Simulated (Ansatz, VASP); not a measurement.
# Two plane-wave programs on MoS2

File INCAR:

```
SYSTEM = MoS2
PREC = Accurate
ENCUT = 520
EDIFF = 1E-6
ISMEAR = 0
SIGMA = 0.1
LREAL = .False.
LASPH = .True.
NELM = 150
ALGO = Normal
ISIF = 2
LWAVE = .False.
LCHARG = .False.
ISPIN = 2
MAGMOM = 1 0 0
LORBIT = 11
LMAXMIX = 4
GGA = PE
NBANDS = 24
```

File KPOINTS:

```
regular mesh
0
Gamma
  6 6 4
  0 0 0
```

The input POSCAR:

```
MoS2
1.0
    2.2386658100     -2.3028958700      0.0000000000
    2.2386658100      2.3028958700      0.0000000000
    0.0000000000      0.0000000000      6.2069653700
Mo S
1 2
Direct
    0.0000000000      0.0000000000      0.0000000000
    0.0000000000      0.0000000000      0.7132424400
    0.0000000000      0.0000000000      0.2867575600
```

Input for Ansatz:

```yaml
crystal:
  lattice:
    - [2.23866581, -2.30289587, 0.0]
    - [2.23866581, 2.30289587, 0.0]
    - [0.0, 0.0, 6.20696537]
  atoms:
    - { symbol: Mo, position: [0.0, 0.0, 0.0], spin: 1.0 }
    - { symbol: S, position: [0.0, 0.0, 0.71324244] }
    - { symbol: S, position: [0.0, 0.0, 0.28675756] }
basis:
  ecutwfc: 420
kpoints:
  mp_grid: { grid: [6, 6, 4] }
hamiltonian:
  xc: pbe
scf:
  occupations: { method: gaussian, width: 0.1 }
  lower_state_search: "off"
output:
  forces: true
  stress: true
  eigenvalues: true
  populations: true
magnetization:
  spin_polarized: true
```

Alike in both runs: task single point; functional PBE; k mesh 6 × 6 × 4; occupations gaussian, width 0.1 eV; collinear spin.

|  | VASP | Ansatz |
| --- | --- | --- |
| version | VASP 6.6.1 | Ansatz 0.2.0 |
| potentials or method | VASP PAW PBE potentials, release 64 (Mo_sv, S), cutoff 520 eV | scalar-relativistic, plane waves, PAW |
| valence electrons in the cell | 26 | 26 |

|  | VASP | Ansatz | Ansatz less VASP |
| --- | --- | --- | --- |
| gap on the k mesh at the Fermi level (eV) | none | none | - |
| rms of the force components (eV/Å) | 8.579 | 8.776 | +0.1973 |
| net moment per atom (μB) | 0.00 | 0.00 | 0.000 |

Atom by atom the forces differ by 0.197 eV/Å (rms over components). A gap of «none» marks a metal or a gap that the smearing closes. Ansatz's warnings: seeded moment not kept.
